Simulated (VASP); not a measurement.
# SrTiO3 (R3m) in VASP: notebook, part 2 of 2

VASP 6.6.1. The steps go on from the part before.

### Step 3. Single point, PBE

The input, INCAR:

```
ALGO = Normal
EDIFF = 1E-6
ENCUT = 520
GGA = PE
ISIF = 2
ISMEAR = 0
LASPH = True
LCHARG = True
LELF = True
LREAL = False
LVHAR = True
LWAVE = False
NBANDS = 28
NELM = 100
PREC = Accurate
SIGMA = 0.1
```

The input, KPOINTS:

```
k-points
0
Gamma
  6 6 6
```

The input, POSCAR:

```
SrTiO3
1.0
    2.7880083763      1.6096573866      2.2898842877
   -2.7880083763      1.6096573866      2.2898842877
    0.0000000000     -3.2193147732      2.2898842877
Sr Ti O
1 1 3
Direct
    0.9854643523      0.9854643523      0.9854643523
    0.4824202400      0.4824202400      0.4824202400
    0.5059158320      0.5059158320      0.0106275880
    0.0106275880      0.5059158320      0.5059158320
    0.5059158320      0.0106275880      0.5059158320
```

Potentials or basis: VASP PAW PBE potentials, release 64 (Sr_sv, Ti_sv, O).

On the command line:

```sh
$ cat potpaw_PBE.64/Sr_sv/POTCAR potpaw_PBE.64/Ti_sv/POTCAR potpaw_PBE.64/O/POTCAR > POTCAR
$ mpirun -np 1 vasp_std > vasp.out
```

OUTCAR:

```text
EDIFF = 1E-6
   ENCUT = 520
   GGA = PE
   ISIF = 2
   ISMEAR = 0
   LASPH = True
   LREAL = False
   NELM = 100
   PREC = Accurate

 ion  position               nearest neighbor table
   1  0.985  0.985  0.985-   4 2.69   5 2.69   3 2.69   3 2.79   3 2.79   5 2.79   4 2.79   4 2.79
                             5 2.79   4 2.92   5 2.92   3 2.92   2 3.41   2 3.41   2 3.41   2 3.41
   2  0.482  0.482  0.482-   4 1.87   5 1.87   3 1.87   5 2.09   4 2.09   3 2.09   1 3.41   1 3.41
                             1 3.41   1 3.41   1 3.42   1 3.42   1 3.42   1 3.46
   3  0.506  0.506  0.011-   2 1.87   2 2.09   1 2.69   1 2.79   1 2.79   1 2.92
   4  0.011  0.506  0.506-   2 1.87   2 2.09   1 2.69   1 2.79   1 2.79   1 2.92
   5  0.506  0.011  0.506-   2 1.87   2 2.09   1 2.69   1 2.79   1 2.79   1 2.92

  LATTYP: Found a trigonal (rhomboedric) cell.
 ALAT       =     3.9506401582
 COS(alpha) =     0.0039452840

  Lattice vectors:

 A1 = (   2.7880083763,   1.6096573866,   2.2898842877)
 A2 = (  -2.7880083763,   1.6096573866,   2.2898842877)
 A3 = (   0.0000000000,  -3.2193147732,   2.2898842877)

Analysis of symmetry for initial positions (statically):
=====================================================================
 Subroutine PRICEL returns:
 Original cell was already a primitive cell.

 Routine SETGRP: Setting up the symmetry group for a
 trigonal (rhombohedral) supercell.

 Subroutine GETGRP returns: Found  6 space group operations
 (whereof  6 operations were pure point group operations)
 out of a pool of 12 trial point group operations.

The static configuration has the point symmetry C_3v.

Analysis of symmetry for dynamics (positions and initial velocities):
=====================================================================
 Subroutine PRICEL returns:
 Original cell was already a primitive cell.

 Routine SETGRP: Setting up the symmetry group for a
 trigonal (rhombohedral) supercell.

 Subroutine GETGRP returns: Found  6 space group operations
 (whereof  6 operations were pure point group operations)
 out of a pool of 12 trial point group operations.

The dynamic configuration has the point symmetry C_3v.

 Subroutine INISYM returns: Found  6 space group operations
 (whereof  6 operations are pure point group operations),
 and found     1 'primitive' translations

----------------------------------------------------------------------------------------

                                     Primitive cell

  volume of cell :      61.6584

  direct lattice vectors                    reciprocal lattice vectors
     2.788008376  1.609657387  2.289884288     0.179339490  0.103541703  0.145567763
    -2.788008376  1.609657387  2.289884288    -0.179339490  0.103541703  0.145567763
     0.000000000 -3.219314773  2.289884288     0.000000000 -0.207083406  0.145567763

  length of vectors
     3.950640158  3.950640158  3.950640158     0.253127459  0.253127459  0.253127459

  position of ions in fractional coordinates (direct lattice)
     0.985464352  0.985464352  0.985464352
     0.482420240  0.482420240  0.482420240
     0.505915832  0.505915832  0.010627588
     0.010627588  0.505915832  0.505915832
     0.505915832  0.010627588  0.505915832

  ion indices of the primitive-cell ions
   primitive index   ion index
                 1           1
[... 33 lines left out ...]
  0.000000  0.000000  0.000000      1.000000
  0.166667  0.000000  0.000000      6.000000
  0.333333  0.000000  0.000000      6.000000
  0.500000  0.000000  0.000000      3.000000
  0.166667  0.166667  0.000000      6.000000
  0.333333  0.166667  0.000000     12.000000
[... 16 lines left out ...]
  0.500000  0.500000  0.166667      6.000000
 -0.333333  0.500000  0.166667     12.000000
 [... further k-points ...]
   k-points           NKPTS =     32   k-points in BZ     NKDIM =     32   number of bands    NBANDS=     28
   number of dos      NEDOS =    301   number of ions     NIONS =      5
   total plane-waves  NPLWV =  27000
   dimension x,y,z NGX =    30 NGY =   30 NGZ =   30
   dimension x,y,z NGXF=    60 NGYF=   60 NGZF=   60
   ions per type =               1   1   3
   NGX,Y,Z   is equivalent  to a cutoff of  12.62, 12.62, 12.62 a.u.
   NGXF,Y,Z  is equivalent  to a cutoff of  25.25, 25.25, 25.25 a.u.
 SYSTEM =  unknown system
   PREC   = accura    normal or accurate (medium, high low for compatibility)
   ISTART =      0    job   : 0-new  1-cont  2-samecut
   ICHARG =      2    charge: 1-file 2-atom 10-const
   ISPIN  =      1    spin polarized calculation?
   LNONCOLLINEAR =      F non collinear calculations
   LSORBIT =      F    spin-orbit coupling
   LASPH  =      T    aspherical Exc in radial PAW
   ENCUT  =  520.0 eV  38.22 Ry    6.18 a.u.   7.35  7.35  7.35*2*pi/ulx,y,z
   NELM   =    100;   NELMIN=  2; NELMDL= -5     # of ELM steps
   EDIFF  = 0.1E-05   stopping-criterion for ELM
   LREAL  =      F    real-space projection
   EDIFFG = 0.1E-04   stopping-criterion for IOM
   NSW    =      0    number of steps for IOM
   IBRION =     -1    ionic relax: 0-MD 1-quasi-New 2-CG
   NFREE  =      0    steps in history (QN), initial steepest desc. (CG)
   ISIF   =      2    stress and relaxation
   ISYM   =      2    0-nonsym 1-usesym 2-fastsym
   POTIM  = 0.5000    time-step for ionic-motion
   TEBEG  =    0.0;   TEEND  =   0.0 temperature during run
   PSTRESS=    0.0 pullay stress
   NELECT =      40.0000    total number of electrons
   NUPDOWN=      -1.0000    fix difference up-down
   EMIN   =  10.00;   EMAX   =-10.00  energy-range for DOS
   EFERMI =   0.00;   METHOD = LEGACY
   ISMEAR =     0;   SIGMA  =   0.10  broadening in eV -4-tet -1-fermi 0-gaus
   EFERMI_NEDOS =   21; number of points for ismear=-14 and -15
   IALGO  =     38    algorithm
   IMIX   =      4    mixing-type and parameters
     AMIX     =   0.40;   BMIX     =  1.00
     AMIX_MAG =   1.60;   BMIX_MAG =  1.00
  volume/ion in A,a.u.               =      12.33        83.22
  Fermi-wavevector in a.u.,A,eV,Ry     =   1.417199  2.678117 27.326648  2.008452
  Thomas-Fermi vector in A             =   2.538454
   LORBIT       =      0    0 simple, 1 ext, 2 COOP (PROOUT), +10 PAW based schemes
   GGA     = PE    functional components
   LHFCALC =     F    Hartree Fock is set to
   AEXX    =    0.0000 exact exchange contribution
   IVDW    =     0    specifies the selected vdW correction
   LEPSILON=     F    determine dielectric tensor
   LRPA    =     F    only Hartree local field effects (RPA)
 non-spin polarized calculation
 Gauss-broadening in eV      SIGMA  =   0.10
  energy-cutoff  :      520.00
  volume of cell :       61.66
 maximum number of plane-waves:      1675
 NGX is ok and might be reduce to    30
   NGX = 15   NGY = 15   NGZ = 15

 number of electron      40.0000000 magnetization

 Free energy of the ion-electron system (eV)
  ---------------------------------------------------
  ext. energy  EPLUGINS =         0.00000000
  ---------------------------------------------------
  free energy    TOTEN  =       -40.10130535 eV

  energy without entropy =      -40.10130535  energy(sigma->0) =      -40.10130535

 E-fermi :   4.3975     XC(G=0): -11.0719

 val. band max:        3.8301723863   @ k =   0.5000   0.5000   0.5000
 cond. band min:       6.1644431840   @ k =   0.0000   0.0000   0.0000
 fundamental gap:      2.3342707977
 Fermi energy:         4.3975449435

 k-point     1 :       0.0000    0.0000    0.0000
  band No.  band energies     occupation
      1     -52.5004      2.00000
      2     -29.0274      2.00000
      3     -28.7642      2.00000
      4     -28.7642      2.00000
      5     -28.7551      2.00000
      6     -13.4248      2.00000
[... 733 lines left out ...]
     27      11.8688      0.00000
     28      12.1687      0.00000

 [... further k-points ...]

------------------------ aborting loop because EDIFF is reached ----------------------------------------

  FORCE on cell =-STRESS in cart. coord.  units (eV):
  Direction    XX          YY          ZZ          XY          YZ          ZX
  --------------------------------------------------------------------------------------
  -------------------------------------------------------------------------------------
  Total        0.6067354      0.6067354      0.4320885      0.0000000      0.0000000      0.0000000
  in kB       15.7658577     15.7658577     11.2277046      0.0000000      0.0000000      0.0000000
  external PRESSURE =      14.2531400 kB  Pullay stress =       0.0000000 kB

 VOLUME and BASIS-vectors are now :
 -----------------------------------------------------------------------------
  energy-cutoff  :      520.00
  volume of cell :       61.66
      direct lattice vectors                 reciprocal lattice vectors
     2.788008376  1.609657387  2.289884288     0.179339490  0.103541703  0.145567763
    -2.788008376  1.609657387  2.289884288    -0.179339490  0.103541703  0.145567763
     0.000000000 -3.219314773  2.289884288     0.000000000 -0.207083406  0.145567763

 POSITION                                       TOTAL-FORCE (eV/Angst)
 -----------------------------------------------------------------------------------
      0.00000      0.00000      6.76980        -0.000000      0.000000      0.043354
      0.00000      0.00000      3.31406        -0.000000      0.000000      0.201891
      0.00000      1.59449      2.34131        -0.000000      0.326434     -0.081748
     -1.38087     -0.79724      2.34131        -0.282700     -0.163217     -0.081748
      1.38087     -0.79724      2.34131         0.282700     -0.163217     -0.081748
 -----------------------------------------------------------------------------------
    total drift:                                0.000000     -0.000002      0.000136

  FREE ENERGIE OF THE ION-ELECTRON SYSTEM (eV)
  ---------------------------------------------------
  free  energy   TOTEN  =       -40.1013053462 eV

  energy  without entropy=      -40.1013053462  energy(sigma->0) =      -40.10130535
```

It took 49 s on 1 thread of Intel Xeon Platinum 8488C (Sapphire Rapids), shared host; peak memory 0.2 GiB.

What came out:

| Quantity | Value |
| --- | --- |
| Free energy | -40.1013 eV |
| Pressure | 1.4 GPa |
| Largest force | 0.337 eV/Å |
| Band gap on the k mesh | 2.33 eV, indirect (least direct gap 2.92 eV) |

Forces on the atoms (eV/Å):
```
Sr   0.000  0.000  0.043
Ti   0.000  0.000  0.202
O    0.000  0.326 -0.082
O   -0.283 -0.163 -0.082
O    0.283 -0.163 -0.082
```

Stress tensor (GPa, compression positive):
```
1.58 0.00 0.00
0.00 1.58 0.00
0.00 0.00 1.12
```

Levels at points of the mesh, in eV from the valence-band top:
```
           k point  band 16  band 17  band 18  band 19  band 20  band 21  band 22  band 23  band 24  band 25
(0.00, 0.00, 0.00)    -1.33    -1.08    -0.73    -0.59    -0.59     2.33     2.33     2.48     4.55     4.55
(0.50, 0.00, 0.00)    -2.29    -2.08    -1.88    -0.96    -0.83     2.50     3.83     3.93     4.52     6.34
(0.50, 0.50, 0.00)    -2.75    -1.64    -1.52    -1.48    -0.09     3.89     3.90     4.27     5.22     7.72
(0.50, 0.50, 0.50)    -3.60    -3.56    -0.03    -0.03     0.00     4.36     4.49     4.49     6.78     6.78
```
